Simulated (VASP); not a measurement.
Runs of VASP 6.6.1 on Si. The structure is that of space group I4/mmm (No. 139), or close to it. The cells are those of the table. 

| cell | gap on the mesh (eV) | pressure (GPa) | largest force (eV/Å) |
| --- | --- | --- | --- |
| a = 5.072 Å, angles 98.0, 98.0, 136.2°, 4 atoms | 0.48 | (c) | 0.15 |
| a = 5.061 Å, angles 97.8, 97.8, 136.8°, 4 atoms | 0.47 | 2.9 | (d) |
| a = 5.018 Å, angles 98.4, 98.4, 135.0°, 4 atoms | 0.36 | 2.6 | 0.24 |
| a = 4.975 Å, angles 99.1, 99.1, 133.1°, 4 atoms | (b) | 2.9 | 0.84 |
| a = 5.029 Å, angles 98.7, 98.7, 134.4°, 4 atoms | 0.21 | 1.2 | (a) |

Alike in all rows: task single point; level r2SCAN; potentials or basis VASP PAW PBE potentials, release 64 (Si); no spin polarisation; k mesh 10 × 10 × 10; cutoff (eV) 520; smearing gaussian 0.05 eV.

Question: Estimate the missing entries.

Answer: (a) 0.38; (b) none; (c) 1.3; (d) 0.32.

Caveats: the PAW data sets were made with another functional, which shifts forces and pressure a little.

A k mesh can miss the band edges.
